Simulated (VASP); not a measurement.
# SiO2 (rutile type) (P4_2/mnm) in VASP: further runs, part 2 of 2

VASP 6.6.1.

### Step 3. Single point, LDA (6.74 Å³/atom)

The input, INCAR:

```
SYSTEM = SiO2
ALGO = Normal
EDIFF = 1E-6
ENCUT = 600
GGA_COMPAT = .FALSE.
ISIF = 2
ISMEAR = -1
LASPH = .TRUE.
LCHARG = .FALSE.
LREAL = .FALSE.
LWAVE = .FALSE.
NBANDS = 25
NELM = 120
PREC = Accurate
SIGMA = 0.08
```

The input, KPOINTS:

```
k-points
0
G
  8 8 11
  0 0 0
```

The input, POSCAR:

```
SiO2
1.0
    3.9612140014      0.0000000000      0.0000000000
    0.0000000000      3.9612140014      0.0000000000
    0.0000000000      0.0000000000      2.5766485895
Si O
2 4
Direct
    0.0000000000      0.0000000000      0.0000000000
    0.5000000000      0.5000000000      0.5000000000
    0.3020992155      0.3020992155      0.0000000000
    0.6979007845      0.6979007845      0.0000000000
    0.8020992155      0.1979007845      0.5000000000
    0.1979007845      0.8020992155      0.5000000000
```

Potentials or basis: VASP PAW LDA potentials, release 64 (Si, O).

Run with:

```
$ cat potpaw_LDA.64/Si/POTCAR potpaw_LDA.64/O/POTCAR > POTCAR
$ mpirun -np 1 vasp_std > vasp.out
```

OUTCAR:

```text
SYSTEM = SiO2
   EDIFF = 1E-6
   ENCUT = 600
   ISIF = 2
   ISMEAR = -1
   LASPH = .TRUE.
   LREAL = .FALSE.
   NELM = 120
   PREC = Accurate

 ion  position               nearest neighbor table
   1  0.000  0.000  0.000-   3 1.69   4 1.69   5 1.70   6 1.70   5 1.70   6 1.70   2 3.08   2 3.08
                             2 3.08   2 3.08   2 3.08   2 3.08   2 3.08   2 3.08
   2  0.500  0.500  0.500-   5 1.69   6 1.69   3 1.70   4 1.70   3 1.70   4 1.70   1 3.08   1 3.08
                             1 3.08   1 3.08   1 3.08   1 3.08   1 3.08   1 3.08
   3  0.302  0.302  0.000-   1 1.69   2 1.70   2 1.70
   4  0.698  0.698  0.000-   1 1.69   2 1.70   2 1.70
   5  0.802  0.198  0.500-   2 1.69   1 1.70   1 1.70
   6  0.198  0.802  0.500-   2 1.69   1 1.70   1 1.70

  LATTYP: Found a simple tetragonal cell.
 ALAT       =     3.9612140014
 C/A-ratio  =     0.6504694239

  Lattice vectors:

 A1 = (   3.9612140014,   0.0000000000,   0.0000000000)
 A2 = (   0.0000000000,   3.9612140014,   0.0000000000)
 A3 = (   0.0000000000,   0.0000000000,   2.5766485895)

Analysis of symmetry for initial positions (statically):
=====================================================================
[... 181 lines left out ...]

 E-fermi :  11.8295     XC(G=0): -13.4802

 val. band max:       10.2651779366   @ k =   0.0000   0.0000   0.0000
 cond. band min:      16.8946107300   @ k =   0.0000   0.0000   0.0000
 fundamental gap:      6.6294327934
 Fermi energy:        11.8295230729

 k-point     1 :       0.0000    0.0000    0.0000
  band No.  band energies     occupation
      1     -13.7411      2.00000
      2      -9.2481      2.00000
      3      -9.2481      2.00000
      4      -8.6600      2.00000
      5      -1.8045      2.00000
      6       2.4687      2.00000
[... 661 lines left out ...]
     24      23.9672      0.00000
     25      25.8915      0.00000

 [... further k-points ...]
[... 5 lines left out ...]
  --------------------------------------------------------------------------------------
  -------------------------------------------------------------------------------------
  Total       13.6417426     13.6417426     13.8628980     -0.0000000      0.0000000      0.0000000
  in kB      540.5907754    540.5907754    549.3546533     -0.0000000      0.0000000      0.0000000
  external PRESSURE =     543.5120680 kB  Pullay stress =       0.0000000 kB

 VOLUME and BASIS-vectors are now :
 -----------------------------------------------------------------------------
  energy-cutoff  :      600.00
  volume of cell :       40.43
      direct lattice vectors                 reciprocal lattice vectors
     3.961214001  0.000000000  0.000000000     0.252447861  0.000000000  0.000000000
     0.000000000  3.961214001  0.000000000     0.000000000  0.252447861  0.000000000
     0.000000000  0.000000000  2.576648589     0.000000000  0.000000000  0.388101041

 POSITION                                       TOTAL-FORCE (eV/Angst)
 -----------------------------------------------------------------------------------
      0.00000      0.00000      0.00000         0.000000      0.000000      0.000000
      1.98061      1.98061      1.28832         0.000000      0.000000      0.000000
      1.19668      1.19668      0.00000        -0.016879     -0.016879     -0.000000
      2.76453      2.76453      0.00000         0.016879      0.016879      0.000000
      3.17729      0.78393      1.28832        -0.016879      0.016879      0.000000
      0.78393      3.17729      1.28832         0.016879     -0.016879     -0.000000
 -----------------------------------------------------------------------------------
    total drift:                                0.000000     -0.000000     -0.000000

  FREE ENERGIE OF THE ION-ELECTRON SYSTEM (eV)
  ---------------------------------------------------
  free  energy   TOTEN  =       -51.1189793789 eV

  energy  without entropy=      -51.1189793789  energy(sigma->0) =      -51.11897938
```

Wall time 96 s (1 thread of Intel Xeon 8259CL, shared host); peak memory 0.2 GiB.

What came out:

```
Free energy            : -51.1190 eV
Pressure               : 54.4 GPa
Largest force          : 0.024 eV/Å
Band gap on the k mesh : 6.63 eV
```

Forces in eV/Å, atoms in the order of the input:
```
Si   0.000  0.000  0.000
Si   0.000  0.000  0.000
O   -0.017 -0.017  0.000
O    0.017  0.017  0.000
O   -0.017  0.017  0.000
O    0.017 -0.017  0.000
```

Stress tensor (GPa, compression positive):
```
54.06  0.00  0.00
 0.00 54.06  0.00
 0.00  0.00 54.94
```

Levels at points of the mesh, in eV from the valence-band top:
```tsv
k point	band 14	band 15	band 16	band 17	band 18	band 19
(0.00, 0.00, 0.00)	-1.01	-1.01	0.00	6.63	8.13	9.14
(0.50, 0.00, 0.00)	-3.05	-1.19	-1.19	8.93	8.93	9.99
(0.50, 0.50, 0.00)	-3.29	-2.80	-2.80	8.78	8.78	11.04
```

Caveat: the cell stands under pressure; an odd mesh through Γ misses points on the zone boundary, where band edges can lie.
